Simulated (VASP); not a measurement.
# Al3B5Ru (P-62m) in VASP: notebook

Al3B5Ru is run at these levels: PBE; tasks: single point, relaxation of cell and atoms.

Everything below comes from runs of VASP 6.6.1. Logs are shortened: lines on timing, memory, paths and dates and some standing lists are left out, and cuts for length are marked.

## Step 1: The cell of the first run

Symmetry: P-62m, No. 189, hexagonal system. The conventional cell has a = 5.540 Å, b = 5.540 Å, c = 3.230 Å, α = 90.00°, β = 90.00°, γ = 120.00°. Al (site symmetry m2m) has 10 B at 2.16 to 2.67 Å and 1 Ru at 2.36 Å and 4 Al at 2.86 Å within 2.9 Å. B (site symmetry m2m) has 2 B at 1.90 Å and 2 Al at 2.16 Å and 2 Ru at 2.38 Å within 2.5 Å. B (site symmetry -6) has 3 B at 1.90 Å and 6 Al at 2.31 Å within 2.5 Å. Within 3.1 Å of Ru (site symmetry -62m) lie 3 Al at 2.36 Å and 6 B at 2.38 Å.

## Step 2: Single point, PBE

Input file INCAR:

```
SYSTEM = Al3B5Ru
ALGO = Normal
EDIFF = 1E-6
ENCUT = 520
GGA = PE
ISIF = 2
ISMEAR = 0
LASPH = .TRUE.
LCHARG = .TRUE.
LELF = .TRUE.
LREAL = .FALSE.
LVHAR = .TRUE.
LWAVE = .FALSE.
NBANDS = 29
NELM = 60
PREC = Accurate
SIGMA = 0.1
```

Input file KPOINTS:

```
k-points
0
G
  6 6 6
  0 0 0
```

Input file POSCAR:

```
Al3B5Ru
1.0
    5.5404618483      0.0000000000      0.0000000000
   -2.7702309241      4.7981807093      0.0000000000
    0.0000000000      0.0000000000      3.2299630158
Al B Ru
3 5 1
Direct
    0.5731919586      0.0000000000      0.0000000000
    0.0000000000      0.5731919586      0.0000000000
    0.4268080414      0.4268080414      0.0000000000
    0.3153978084      0.0000000000      0.5000000000
    0.0000000000      0.3153978084      0.5000000000
    0.6846021916      0.6846021916      0.5000000000
    0.3333333333      0.6666666667      0.5000000000
    0.6666666667      0.3333333333      0.5000000000
    0.0000000000      0.0000000000      0.0000000000
```

Potentials or basis: VASP PAW PBE potentials, release 64 (Al, B, Ru_pv).

Command:

```console
$ cat potpaw_PBE.64/Al/POTCAR potpaw_PBE.64/B/POTCAR potpaw_PBE.64/Ru_pv/POTCAR > POTCAR
$ mpirun -np 1 vasp_std > vasp.out
```

OUTCAR:

```text
SYSTEM = Al3B5Ru
   EDIFF = 1E-6
   ENCUT = 520
   GGA = PE
   ISIF = 2
   ISMEAR = 0
   LASPH = .TRUE.
   LREAL = .FALSE.
   NELM = 60
   PREC = Accurate

 ion  position               nearest neighbor table
   1  0.573  0.000  0.000-   4 2.16   4 2.16   8 2.31   8 2.31   7 2.31   7 2.31   9 2.36   6 2.67
                             6 2.67   5 2.67   5 2.67   3 2.86   3 2.86   2 2.86   2 2.86   9 3.18
   2  0.000  0.573  0.000-   5 2.16   5 2.16   7 2.31   7 2.31   8 2.31   8 2.31   9 2.36   6 2.67
                             6 2.67   4 2.67   4 2.67   3 2.86   1 2.86   3 2.86   1 2.86   9 3.18
   3  0.427  0.427  0.000-   6 2.16   6 2.16   7 2.31   7 2.31   8 2.31   8 2.31   9 2.36   4 2.67
                             4 2.67   5 2.67   5 2.67   1 2.86   1 2.86   2 2.86   2 2.86   9 3.18
   4  0.315  0.000  0.500-   7 1.90   8 1.90   1 2.16   1 2.16   9 2.38   9 2.38   3 2.67   3 2.67
                             2 2.67   2 2.67
   5  0.000  0.315  0.500-   8 1.90   7 1.90   2 2.16   2 2.16   9 2.38   9 2.38   3 2.67   3 2.67
                             1 2.67   1 2.67
   6  0.685  0.685  0.500-   8 1.90   7 1.90   3 2.16   3 2.16   9 2.38   9 2.38   1 2.67   1 2.67
                             2 2.67   2 2.67
   7  0.333  0.667  0.500-   4 1.90   5 1.90   6 1.90   2 2.31   2 2.31   1 2.31   1 2.31   3 2.31
                             3 2.31
   8  0.667  0.333  0.500-   5 1.90   4 1.90   6 1.90   1 2.31   1 2.31   2 2.31   2 2.31   3 2.31
                             3 2.31
   9  0.000  0.000  0.000-   2 2.36   1 2.36   3 2.36   5 2.38   5 2.38   4 2.38   4 2.38   6 2.38
                             6 2.38   2 3.18   1 3.18   3 3.18

  LATTYP: Found a hexagonal cell.
 ALAT       =     5.5404618483
 C/A-ratio  =     0.5829772146

  Lattice vectors:

 A1 = (   5.5404618483,   0.0000000000,   0.0000000000)
 A2 = (  -2.7702309241,   4.7981807093,   0.0000000000)
 A3 = (   0.0000000000,   0.0000000000,   3.2299630158)

Analysis of symmetry for initial positions (statically):
=====================================================================
 Subroutine PRICEL returns:
 Original cell was already a primitive cell.

 Routine SETGRP: Setting up the symmetry group for a
 hexagonal supercell.

 Subroutine GETGRP returns: Found 12 space group operations
 (whereof 12 operations were pure point group operations)
 out of a pool of 24 trial point group operations.

The static configuration has the point symmetry D_3h.

Analysis of symmetry for dynamics (positions and initial velocities):
=====================================================================
 Subroutine PRICEL returns:
 Original cell was already a primitive cell.

 Routine SETGRP: Setting up the symmetry group for a
 hexagonal supercell.

 Subroutine GETGRP returns: Found 12 space group operations
 (whereof 12 operations were pure point group operations)
 out of a pool of 24 trial point group operations.

The dynamic configuration has the point symmetry D_3h.

 Subroutine INISYM returns: Found 12 space group operations
 (whereof 12 operations are pure point group operations),
 and found     1 'primitive' translations

----------------------------------------------------------------------------------------

                                     Primitive cell

  volume of cell :      85.8658

  direct lattice vectors                    reciprocal lattice vectors
     5.540461848  0.000000000  0.000000000     0.180490368  0.104206163  0.000000000
    -2.770230924  4.798180709  0.000000000     0.000000000  0.208412326  0.000000000
     0.000000000  0.000000000  3.229963016     0.000000000  0.000000000  0.309601068

  length of vectors
     5.540461848  5.540461848  3.229963016     0.208412326  0.208412326  0.309601068

  position of ions in fractional coordinates (direct lattice)
     0.573191959  0.000000000  0.000000000
     1.000000000  0.573191959  0.000000000
     0.426808041  0.426808041  0.000000000
     0.315397808  0.000000000  0.500000000
     1.000000000  0.315397808  0.500000000
     0.684602192  0.684602192  0.500000000
     0.333333333  0.666666667  0.500000000
     0.666666667  0.333333333  0.500000000
     0.000000000  0.000000000  0.000000000

  ion indices of the primitive-cell ions
   primitive index   ion index
                 1           1
                 2           2
                 3           3
                 4           4
                 5           5
                 6           6
                 7           7
                 8           8
                 9           9

----------------------------------------------------------------------------------------

 KPOINTS: k-points

Automatic generation of k-mesh.
 Grid dimensions read from file:
 generate k-points for:    6    6    6

 Generating k-lattice:

  Cartesian coordinates                     Fractional coordinates (reciprocal lattice)
     0.030081728  0.017367694  0.000000000     0.166666667 -0.000000000  0.000000000
     0.000000000  0.034735388  0.000000000     0.000000000  0.166666667  0.000000000
     0.000000000  0.000000000  0.051600178     0.000000000  0.000000000  0.166666667

  Length of vectors
     0.034735388  0.034735388  0.051600178

  Shift w.r.t. Gamma in fractional coordinates (k-lattice)
     0.000000000  0.000000000  0.000000000

 Subroutine IBZKPT returns following result:
 ===========================================

 Found     28 irreducible k-points:

 Following reciprocal coordinates:
            Coordinates               Weight
  0.000000  0.000000  0.000000      1.000000
  0.166667 -0.000000  0.000000      6.000000
  0.333333  0.000000  0.000000      6.000000
  0.500000  0.000000  0.000000      3.000000
  0.166667  0.166667  0.000000      6.000000
  0.333333  0.166667  0.000000     12.000000
[... 16 lines left out ...]
  0.166667 -0.000000  0.500000      6.000000
  0.333333  0.000000  0.500000      6.000000
 [... further k-points ...]
   k-points           NKPTS =     28   k-points in BZ     NKDIM =     28   number of bands    NBANDS=     29
   number of dos      NEDOS =    301   number of ions     NIONS =      9
   total plane-waves  NPLWV =  42336
   dimension x,y,z NGX =    42 NGY =   42 NGZ =   24
   dimension x,y,z NGXF=    84 NGYF=   84 NGZF=   48
   ions per type =               3   5   1
   NGX,Y,Z   is equivalent  to a cutoff of  12.60, 12.60, 12.35 a.u.
   NGXF,Y,Z  is equivalent  to a cutoff of  25.20, 25.20, 24.71 a.u.
 SYSTEM =  Al3B5Ru
   PREC   = accura    normal or accurate (medium, high low for compatibility)
   ISTART =      0    job   : 0-new  1-cont  2-samecut
   ICHARG =      2    charge: 1-file 2-atom 10-const
   ISPIN  =      1    spin polarized calculation?
   LNONCOLLINEAR =      F non collinear calculations
   LSORBIT =      F    spin-orbit coupling
   LASPH  =      T    aspherical Exc in radial PAW
   ENCUT  =  520.0 eV  38.22 Ry    6.18 a.u.  10.30 10.30  6.01*2*pi/ulx,y,z
   NELM   =     60;   NELMIN=  2; NELMDL= -5     # of ELM steps
   EDIFF  = 0.1E-05   stopping-criterion for ELM
   LREAL  =      F    real-space projection
   EDIFFG = 0.1E-04   stopping-criterion for IOM
   NSW    =      0    number of steps for IOM
   IBRION =     -1    ionic relax: 0-MD 1-quasi-New 2-CG
   NFREE  =      0    steps in history (QN), initial steepest desc. (CG)
   ISIF   =      2    stress and relaxation
   ISYM   =      2    0-nonsym 1-usesym 2-fastsym
   POTIM  = 0.5000    time-step for ionic-motion
   TEBEG  =    0.0;   TEEND  =   0.0 temperature during run
   PSTRESS=    0.0 pullay stress
   NELECT =      38.0000    total number of electrons
   NUPDOWN=      -1.0000    fix difference up-down
   EMIN   =  10.00;   EMAX   =-10.00  energy-range for DOS
   EFERMI =   0.00;   METHOD = LEGACY
   ISMEAR =     0;   SIGMA  =   0.10  broadening in eV -4-tet -1-fermi 0-gaus
   EFERMI_NEDOS =   21; number of points for ismear=-14 and -15
   IALGO  =     38    algorithm
   IMIX   =      4    mixing-type and parameters
     AMIX     =   0.40;   BMIX     =  1.00
     AMIX_MAG =   1.60;   BMIX_MAG =  1.00
  volume/ion in A,a.u.               =       9.54        64.38
  Fermi-wavevector in a.u.,A,eV,Ry     =   1.247563  2.357553 21.176307  1.556415
  Thomas-Fermi vector in A             =   2.381690
   LORBIT       =      0    0 simple, 1 ext, 2 COOP (PROOUT), +10 PAW based schemes
   GGA     = PE    functional components
   LHFCALC =     F    Hartree Fock is set to
   AEXX    =    0.0000 exact exchange contribution
   IVDW    =     0    specifies the selected vdW correction
   LEPSILON=     F    determine dielectric tensor
   LRPA    =     F    only Hartree local field effects (RPA)
 non-spin polarized calculation
 Gauss-broadening in eV      SIGMA  =   0.10
  energy-cutoff  :      520.00
  volume of cell :       85.87
 maximum number of plane-waves:      2340
 NGX is ok and might be reduce to    42
   NGX = 21   NGY = 21   NGZ = 13

 number of electron      38.0000010 magnetization

 Free energy of the ion-electron system (eV)
  ---------------------------------------------------
  ext. energy  EPLUGINS =         0.00000000
  ---------------------------------------------------
  free energy    TOTEN  =       -52.87301613 eV

  energy without entropy =      -52.86230215  energy(sigma->0) =      -52.86765914

 E-fermi :   9.7445     XC(G=0): -12.0371

 val. band max:        9.7023988824   @ k =   0.1667  -0.0000   0.1667
 cond. band min:       9.8030414314   @ k =   0.5000   0.0000   0.5000
 fundamental gap:      0.1006425490
 Fermi energy:         9.7444818487

 k-point     1 :       0.0000    0.0000    0.0000
  band No.  band energies     occupation
      1     -32.8332      2.00000
      2     -32.8332      2.00000
      3     -32.8120      2.00000
      4      -4.5065      2.00000
      5       0.0616      2.00000
      6       0.1197      2.00000
[... 21 lines left out ...]
     28      15.7798      0.00000
     29      15.7798      0.00000

 k-point     2 :       0.1667   -0.0000    0.0000
  band No.  band energies     occupation
      1     -32.8333      2.00000
      2     -32.8332      2.00000
      3     -32.8120      2.00000
      4      -4.3587      2.00000
      5      -1.0745      2.00000
      6      -0.0085      2.00000
[... 696 lines left out ...]
 k-point    24 :       0.3333    0.0000    0.5000
  band No.  band energies     occupation
      1     -32.9009      2.00000
      2     -32.8241      2.00000
      3     -32.8239      2.00000
      4      -1.7139      2.00000
      5      -0.0471      2.00000
      6       0.2443      2.00000
[... 21 lines left out ...]
     28      15.5283      0.00000
     29      16.2474      0.00000

 [... further k-points ...]
[... 5 lines left out ...]
  --------------------------------------------------------------------------------------
  -------------------------------------------------------------------------------------
  Total        0.0089238      0.0089238     -0.0608989      0.0000000      0.0000000      0.0000000
  in kB        0.1665105      0.1665105     -1.1363174      0.0000000      0.0000000      0.0000000
  external PRESSURE =      -0.2677655 kB  Pullay stress =       0.0000000 kB

 VOLUME and BASIS-vectors are now :
 -----------------------------------------------------------------------------
  energy-cutoff  :      520.00
  volume of cell :       85.87
      direct lattice vectors                 reciprocal lattice vectors
     5.540461848  0.000000000  0.000000000     0.180490368  0.104206163  0.000000000
    -2.770230924  4.798180709  0.000000000     0.000000000  0.208412326  0.000000000
     0.000000000  0.000000000  3.229963016     0.000000000  0.000000000  0.309601068

 POSITION                                       TOTAL-FORCE (eV/Angst)
 -----------------------------------------------------------------------------------
      3.17575      0.00000      0.00000        -0.026139     -0.000000      0.000000
     -1.58787      2.75028      0.00000         0.013070     -0.022637      0.000000
      1.18236      2.04790      0.00000         0.013070      0.022637     -0.000000
      1.74745      0.00000      1.61498         0.010301     -0.000000     -0.000000
     -0.87372      1.51334      1.61498        -0.005150      0.008921     -0.000000
      1.89651      3.28485      1.61498        -0.005150     -0.008921     -0.000000
     -0.00000      3.19879      1.61498         0.000000     -0.000000     -0.000000
      2.77023      1.59939      1.61498         0.000000     -0.000000     -0.000000
      0.00000      0.00000      0.00000         0.000000     -0.000000     -0.000000
 -----------------------------------------------------------------------------------
    total drift:                               -0.000001     -0.000001     -0.000000

  FREE ENERGIE OF THE ION-ELECTRON SYSTEM (eV)
  ---------------------------------------------------
  free  energy   TOTEN  =       -52.8730161263 eV

  energy  without entropy=      -52.8623021489  energy(sigma->0) =      -52.86765914
```

Run time: 27 s. Hardware: 1 thread of Intel Xeon 6975P-C (Granite Rapids), shared host; peak memory 0.23 GiB.

Results:

```
Free energy            : -52.8730 eV
Pressure               : 0.0 GPa
Largest force          : 0.026 eV/Å
Band gap on the k mesh : zero (band 19 reaches 10.41 eV, above the bottom of band 20 at 9.15 eV)
```

Forces in eV/Å, atoms in the order of the input:
```
Al  -0.026  0.000  0.000
Al   0.013 -0.023  0.000
Al   0.013  0.023  0.000
B    0.010  0.000  0.000
B   -0.005  0.009  0.000
B   -0.005 -0.009  0.000
B    0.000  0.000  0.000
B    0.000  0.000  0.000
Ru   0.000  0.000  0.000
```

Stress tensor (GPa, compression positive):
```
 0.02  0.00  0.00
 0.00  0.02  0.00
 0.00  0.00 -0.11
```

## Step 3: Relaxation of cell and atoms, PBE

This run uses another cell than the first one, of 10.20 Å³/atom, 1.069 times its volume.

Input file INCAR:

```
PREC     = Accurate       # precision mode
ENCUT    = 600            # plane-wave cutoff, eV
EDIFF    = 1E-7           # SCF threshold, eV
ISMEAR   = 0              # smearing method
SIGMA    = 0.1            # smearing width, eV
LREAL    = F              # projectors in reciprocal space
LASPH    = T              # aspherical terms in the spheres
NELM     = 100            # most SCF steps
ALGO     = Normal         # electronic algorithm
ISIF     = 3              # what is computed and relaxed
LWAVE    = F              # write WAVECAR
LCHARG   = F              # write CHGCAR
GGA      = PE             # functional
IBRION   = 2              # ionic algorithm
NSW      = 90             # ionic steps
EDIFFG   = -0.04          # ionic threshold
```

Input file KPOINTS:

```
regular mesh
0
Gamma
  6 6 6
```

Input file POSCAR:

```
Al3B5Ru
1.0
    5.5811500600      0.0000000000      0.0000000000
   -2.7905750300      4.8334177300      0.0000000000
    0.0000000000      0.0000000000      3.4024163100
Al B Ru
3 5 1
Direct
    0.5964750600      0.0000000000      0.0000000000
    0.0000000000      0.5964750600      0.0000000000
    0.4035249400      0.4035249400      0.0000000000
    0.2329772300      0.0000000000      0.5000000000
    0.0000000000      0.2329772300      0.5000000000
    0.7670227700      0.7670227700      0.5000000000
    0.3333333300      0.6666666700      0.5000000000
    0.6666666700      0.3333333300      0.5000000000
    0.0000000000      0.0000000000      0.0000000000
```

Potentials or basis: VASP PAW PBE potentials, release 64 (Al, B, Ru_pv).

Command:

```console
$ cat potpaw_PBE.64/Al/POTCAR potpaw_PBE.64/B/POTCAR potpaw_PBE.64/Ru_pv/POTCAR > POTCAR
$ mpirun -np 1 vasp_std > vasp.out
```

Run time: 5.1 min. Hardware: 1 thread of Intel Xeon 6975P-C (Granite Rapids), shared host; peak memory 0.3 GiB.

Results (log left out):

```yaml
Free_energy: -52.8804 eV
Relaxed_volume: 9.53 Å³/atom
Relaxed_cell: a = 5.535 Å, b = 5.535 Å, c = 3.234 Å, α = 90.00°, β = 90.00°, γ = 120.00°
Space_group_after_relaxing_to_0.05_Å: P-62m (No. 189)
Energy_gained_by_relaxing: 375.4 meV/atom
Ionic_steps: 13
Pressure_after_relaxing: 0.2 GPa
Largest_force_after_relaxing: 0.023 eV/Å
Band_gap_on_the_k_mesh: zero (band 19 reaches 10.42 eV, above the bottom of band 20 at 9.16 eV)
```

Forces in eV/Å, atoms in the order of the input:
```
Al  -0.019  0.000  0.000
Al   0.010 -0.017  0.000
Al   0.010  0.017  0.000
B   -0.023  0.000  0.000
B    0.011 -0.020  0.000
B    0.011  0.020  0.000
B    0.000  0.000  0.000
B    0.000  0.000  0.000
Ru   0.000  0.000  0.000
```

Stress tensor (GPa, compression positive):
```
 0.36  0.00  0.00
 0.00  0.36  0.00
 0.00  0.00 -0.26
```

The path:
| step | energy change (eV) | largest force (eV/Å) | pressure (GPa) | volume (Å³) |
| --- | --- | --- | --- | --- |
| 1 | 0.0000 | 2.7979 | 1.34 | 91.78 |
| 2 | -1.7053 | 2.1551 | -10.63 | 92.89 |
| 3 | -2.2923 | 1.2433 | -15.60 | 93.91 |
| 4 | -2.6325 | 1.9808 | 10.97 | 81.95 |
| 5 | -2.8721 | 1.2378 | -1.12 | 86.16 |
| 6 | -3.1726 | 0.6925 | 1.82 | 84.59 |
| 7 | -3.2064 | 0.4751 | 3.74 | 83.87 |
| 8 | -3.2936 | 0.3174 | -1.10 | 86.01 |
| 9 | -3.3026 | 0.2557 | -2.98 | 86.95 |
| 10 | -3.3690 | 0.1704 | -0.77 | 86.16 |
| 11 | -3.3736 | 0.1763 | 0.00 | 85.90 |
| 12 | -3.3786 | 0.0446 | 0.12 | 85.83 |
| 13 | -3.3788 | 0.0229 | 0.16 | 85.81 |

Final structure:
```cif
data_structure
_symmetry_space_group_name_H-M 'P 1'
_symmetry_Int_Tables_number 1
_cell_length_a 5.5354
_cell_length_b 5.5354
_cell_length_c 3.2338
_cell_angle_alpha 90.000
_cell_angle_beta 90.000
_cell_angle_gamma 120.000
_cell_volume 85.81
loop_
_atom_site_label
_atom_site_type_symbol
_atom_site_fract_x
_atom_site_fract_y
_atom_site_fract_z
_atom_site_occupancy
Al1 Al 0.57294 0.00000 0.00000 1
Al2 Al 0.00000 0.57294 0.00000 1
Al3 Al 0.42706 0.42706 0.00000 1
B1 B 0.31588 0.00000 0.50000 1
B2 B 0.00000 0.31588 0.50000 1
B3 B 0.68412 0.68412 0.50000 1
B4 B 0.33333 0.66667 0.50000 1
B5 B 0.66667 0.33333 0.50000 1
Ru1 Ru 0.00000 0.00000 0.00000 1
```

Levels at points of the mesh, in eV from the Fermi level:
| k point | band 16 | band 17 | band 18 | band 19 | band 20 | band 21 | band 22 | band 23 |
| --- | --- | --- | --- | --- | --- | --- | --- | --- |
| (0.00, 0.00, 0.00) | -2.55 | 0.27 | 0.67 | 0.67 | 1.54 | 1.96 | 1.96 | 4.13 |
| (0.50, 0.00, 0.00) | -1.62 | -1.60 | -1.14 | -0.51 | 0.93 | 1.68 | 2.70 | 3.52 |
| (0.00, 0.00, 0.50) | -2.68 | -1.81 | -1.46 | -1.46 | 0.82 | 0.94 | 0.94 | 3.39 |
| (0.50, 0.00, 0.50) | -3.19 | -2.72 | -2.16 | -0.19 | 0.06 | 2.32 | 2.72 | 3.60 |
